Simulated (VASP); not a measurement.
# BaHg (Pm-3m) in VASP: notebook, part 2 of 2

VASP 6.6.1. The steps go on from the part before.

## 6. Single point, LDA

This run uses another cell than the first one, of 37.21 Å³/atom, 1.085 times its volume.

Contents of INCAR:

```
ALGO = Normal ; EDIFF = 1E-7
ENCUT = 520 ; GGA = CA
ISIF = 2 ; ISMEAR = -1
LASPH = True ; LCHARG = False
LREAL = False ; LWAVE = False
NBANDS = 18 ; NELM = 100
PREC = Accurate ; SIGMA = 0.02
```

Contents of KPOINTS:

```
k-points
0
Gamma
  7 7 7
```

Contents of POSCAR:

```
BaHg
1.0
    4.2064347138      0.0000000000      0.0000000000
    0.0000000000      4.2064347138      0.0000000000
    0.0000000000      0.0000000000      4.2064347138
Ba Hg
1 1
Direct
    0.0000000000      0.0000000000      0.0000000000
    0.5000000000      0.5000000000      0.5000000000
```

Potentials or basis: VASP PAW LDA potentials, release 64 (Ba_sv, Hg).

Started as:

```sh
$ cat potpaw_LDA.64/Ba_sv/POTCAR potpaw_LDA.64/Hg/POTCAR > POTCAR
$ mpirun -np 1 vasp_std > vasp.out
```

OUTCAR:

```text
EDIFF = 1E-7
   ENCUT = 520
   GGA = CA
   ISIF = 2
   ISMEAR = -1
   LASPH = True
   LREAL = False
   NELM = 100
   PREC = Accurate

 ion  position               nearest neighbor table
   1  0.000  0.000  0.000-   2 3.64   2 3.64   2 3.64   2 3.64   2 3.64   2 3.64   2 3.64   2 3.64

   2  0.500  0.500  0.500-   1 3.64   1 3.64   1 3.64   1 3.64   1 3.64   1 3.64   1 3.64   1 3.64

  LATTYP: Found a simple cubic cell.
 ALAT       =     4.2064347138

  Lattice vectors:

 A1 = (   4.2064347138,   0.0000000000,   0.0000000000)
 A2 = (   0.0000000000,   4.2064347138,   0.0000000000)
 A3 = (   0.0000000000,   0.0000000000,   4.2064347138)

Analysis of symmetry for initial positions (statically):
=====================================================================
 Subroutine PRICEL returns:
 Original cell was already a primitive cell.

 Routine SETGRP: Setting up the symmetry group for a
 simple cubic supercell.

 Subroutine GETGRP returns: Found 48 space group operations
 (whereof 48 operations were pure point group operations)
 out of a pool of 48 trial point group operations.

The static configuration has the point symmetry O_h .

Analysis of symmetry for dynamics (positions and initial velocities):
=====================================================================
 Subroutine PRICEL returns:
 Original cell was already a primitive cell.

 Routine SETGRP: Setting up the symmetry group for a
 simple cubic supercell.

 Subroutine GETGRP returns: Found 48 space group operations
 (whereof 48 operations were pure point group operations)
 out of a pool of 48 trial point group operations.

The dynamic configuration has the point symmetry O_h .

 Subroutine INISYM returns: Found 48 space group operations
 (whereof 48 operations are pure point group operations),
 and found     1 'primitive' translations

----------------------------------------------------------------------------------------

                                     Primitive cell

  volume of cell :      74.4290

  direct lattice vectors                    reciprocal lattice vectors
     4.206434714  0.000000000  0.000000000     0.237731016  0.000000000  0.000000000
     0.000000000  4.206434714  0.000000000     0.000000000  0.237731016  0.000000000
     0.000000000  0.000000000  4.206434714     0.000000000  0.000000000  0.237731016

  length of vectors
     4.206434714  4.206434714  4.206434714     0.237731016  0.237731016  0.237731016

  position of ions in fractional coordinates (direct lattice)
     0.000000000  0.000000000  0.000000000
     0.500000000  0.500000000  0.500000000

  ion indices of the primitive-cell ions
   primitive index   ion index
                 1           1
                 2           2

----------------------------------------------------------------------------------------

 KPOINTS: k-points

Automatic generation of k-mesh.
 Grid dimensions read from file:
 generate k-points for:    7    7    7

 Generating k-lattice:

  Cartesian coordinates                     Fractional coordinates (reciprocal lattice)
     0.033961574  0.000000000  0.000000000     0.142857143  0.000000000  0.000000000
     0.000000000  0.033961574  0.000000000     0.000000000  0.142857143  0.000000000
     0.000000000  0.000000000  0.033961574     0.000000000  0.000000000  0.142857143

  Length of vectors
     0.033961574  0.033961574  0.033961574

  Shift w.r.t. Gamma in fractional coordinates (k-lattice)
     0.000000000  0.000000000  0.000000000

 Subroutine IBZKPT returns following result:
 ===========================================

 Found     20 irreducible k-points:

 Following reciprocal coordinates:
            Coordinates               Weight
  0.000000  0.000000  0.000000      1.000000
  0.142857  0.000000  0.000000      6.000000
  0.285714  0.000000  0.000000      6.000000
  0.428571  0.000000  0.000000      6.000000
  0.142857  0.142857  0.000000     12.000000
  0.285714  0.142857  0.000000     24.000000
[... 12 lines left out ...]
  0.428571  0.428571  0.285714     24.000000
  0.428571  0.428571  0.428571      8.000000
   k-points           NKPTS =     20   k-points in BZ     NKDIM =     20   number of bands    NBANDS=     18
   number of dos      NEDOS =    301   number of ions     NIONS =      2
   total plane-waves  NPLWV =  32768
   dimension x,y,z NGX =    32 NGY =   32 NGZ =   32
   dimension x,y,z NGXF=    64 NGYF=   64 NGZF=   64
   ions per type =               1   1
   NGX,Y,Z   is equivalent  to a cutoff of  12.65, 12.65, 12.65 a.u.
   NGXF,Y,Z  is equivalent  to a cutoff of  25.29, 25.29, 25.29 a.u.
 SYSTEM =  unknown system
   PREC   = accura    normal or accurate (medium, high low for compatibility)
   ISTART =      0    job   : 0-new  1-cont  2-samecut
   ICHARG =      2    charge: 1-file 2-atom 10-const
   ISPIN  =      1    spin polarized calculation?
   LNONCOLLINEAR =      F non collinear calculations
   LSORBIT =      F    spin-orbit coupling
   LASPH  =      T    aspherical Exc in radial PAW
   ENCUT  =  520.0 eV  38.22 Ry    6.18 a.u.   7.82  7.82  7.82*2*pi/ulx,y,z
   NELM   =    100;   NELMIN=  2; NELMDL= -5     # of ELM steps
   EDIFF  = 0.1E-06   stopping-criterion for ELM
   LREAL  =      F    real-space projection
   EDIFFG = 0.1E-05   stopping-criterion for IOM
   NSW    =      0    number of steps for IOM
   IBRION =     -1    ionic relax: 0-MD 1-quasi-New 2-CG
   NFREE  =      0    steps in history (QN), initial steepest desc. (CG)
   ISIF   =      2    stress and relaxation
   ISYM   =      2    0-nonsym 1-usesym 2-fastsym
   POTIM  = 0.5000    time-step for ionic-motion
   TEBEG  =    0.0;   TEEND  =   0.0 temperature during run
   PSTRESS=    0.0 pullay stress
   NELECT =      22.0000    total number of electrons
   NUPDOWN=      -1.0000    fix difference up-down
   EMIN   =  10.00;   EMAX   =-10.00  energy-range for DOS
   EFERMI =   0.00;   METHOD = LEGACY
   ISMEAR =    -1;   SIGMA  =   0.02  broadening in eV -4-tet -1-fermi 0-gaus
   EFERMI_NEDOS =   21; number of points for ismear=-14 and -15
   IALGO  =     38    algorithm
   IMIX   =      4    mixing-type and parameters
     AMIX     =   0.40;   BMIX     =  1.00
     AMIX_MAG =   1.60;   BMIX_MAG =  1.00
  volume/ion in A,a.u.               =      37.21       251.14
  Fermi-wavevector in a.u.,A,eV,Ry     =   1.090523  2.060790 16.180604  1.189241
  Thomas-Fermi vector in A             =   2.226749
   LORBIT       =      0    0 simple, 1 ext, 2 COOP (PROOUT), +10 PAW based schemes
   GGA     = CA    functional components
   LHFCALC =     F    Hartree Fock is set to
   AEXX    =    0.0000 exact exchange contribution
   IVDW    =     0    specifies the selected vdW correction
   LEPSILON=     F    determine dielectric tensor
   LRPA    =     F    only Hartree local field effects (RPA)
 non-spin polarized calculation
  energy-cutoff  :      520.00
  volume of cell :       74.43
 maximum number of plane-waves:      2021
 NGX is ok and might be reduce to    32
   NGX = 15   NGY = 15   NGZ = 15

 number of electron      22.0000002 magnetization

 Free energy of the ion-electron system (eV)
  ---------------------------------------------------
  ext. energy  EPLUGINS =         0.00000000
  ---------------------------------------------------
  free energy    TOTEN  =        -4.30035162 eV

  energy without entropy =       -4.29690820  energy(sigma->0) =       -4.29862991

 E-fermi :   2.1898     XC(G=0):  -9.2686

 val. band max:        2.1609107616   @ k =   0.2857   0.2857   0.1429
 cond. band min:       2.1905471509   @ k =   0.4286   0.4286   0.1429
 fundamental gap:      0.0296363893
 Fermi energy:         2.1898014612

 k-point     1 :       0.0000    0.0000    0.0000
  band No.  band energies     occupation
      1     -26.1182      2.00000
      2     -11.1531      2.00000
      3     -11.1531      2.00000
      4     -11.1531      2.00000
      5      -4.8878      2.00000
      6      -4.8878      2.00000
[... 10 lines left out ...]
     17       6.9608      0.00000
     18       6.9608      0.00000
[... 379 lines left out ...]
 k-point    20 :       0.4286    0.4286    0.4286
  band No.  band energies     occupation
      1     -26.0323      2.00000
      2     -11.4953      2.00000
      3     -11.4953      2.00000
      4     -11.4951      2.00000
      5      -4.7378      2.00000
      6      -4.7087      2.00000
[... 10 lines left out ...]
     17       9.2892      0.00000
     18       9.2892      0.00000

------------------------ aborting loop because EDIFF is reached ----------------------------------------

  FORCE on cell =-STRESS in cart. coord.  units (eV):
  Direction    XX          YY          ZZ          XY          YZ          ZX
  --------------------------------------------------------------------------------------
  -------------------------------------------------------------------------------------
  Total       -1.3538936     -1.3538936     -1.3538936      0.0000000      0.0000000      0.0000000
  in kB      -29.1442341    -29.1442341    -29.1442341      0.0000000      0.0000000      0.0000000
  external PRESSURE =     -29.1442341 kB  Pullay stress =       0.0000000 kB

 VOLUME and BASIS-vectors are now :
 -----------------------------------------------------------------------------
  energy-cutoff  :      520.00
  volume of cell :       74.43
      direct lattice vectors                 reciprocal lattice vectors
     4.206434714  0.000000000  0.000000000     0.237731016  0.000000000  0.000000000
     0.000000000  4.206434714  0.000000000     0.000000000  0.237731016  0.000000000
     0.000000000  0.000000000  4.206434714     0.000000000  0.000000000  0.237731016

 POSITION                                       TOTAL-FORCE (eV/Angst)
 -----------------------------------------------------------------------------------
      0.00000      0.00000      0.00000         0.000000      0.000000      0.000000
      2.10322      2.10322      2.10322         0.000000      0.000000      0.000000
 -----------------------------------------------------------------------------------
    total drift:                                0.000000      0.000000     -0.000000

  FREE ENERGIE OF THE ION-ELECTRON SYSTEM (eV)
  ---------------------------------------------------
  free  energy   TOTEN  =        -4.3003516200 eV

  energy  without entropy=       -4.2969081963  energy(sigma->0) =       -4.29862991
```

Wall time 26 s (1 thread of AMD EPYC 7R13, shared host); peak memory 0.14 GiB.

What came out:

* Free energy: -4.3004 eV
* Pressure: -2.9 GPa
* Band gap on the k mesh: zero (band 11 reaches 3.12 eV, above the bottom of band 12 at 1.28 eV)

Levels at points of the mesh, in eV from the Fermi level:
```tsv
k point	band 8	band 9	band 10	band 11	band 12	band 13	band 14	band 15
(0.00, 0.00, 0.00)	-6.87	-6.87	-6.01	0.88	0.88	3.89	3.89	3.89
```

Caveat: spin-orbit coupling is left out, which moves the levels of the heavy elements.

## 7. Overview

| cell | gap on the mesh (eV) | pressure (GPa) |
| --- | --- | --- |
| a = 4.093 Å, 2 atoms | none | -1.0 |
| a = 4.122 Å, 2 atoms | none | -1.6 |
| a = 4.151 Å, 2 atoms | none | -2.1 |
| a = 4.179 Å, 2 atoms | none | -2.5 |
| a = 4.206 Å, 2 atoms | none | -2.9 |

Alike in all rows: task single point; level LDA; potentials or basis VASP PAW LDA potentials, release 64 (Ba_sv, Hg); no spin polarisation; k mesh 7 × 7 × 7; cutoff (eV) 520; smearing fermi-dirac 0.02 eV.

Caveats: spin-orbit coupling is left out, which moves the levels of the heavy elements.

Total energies depend on the potentials used, so only differences within one code and one set of settings carry meaning.
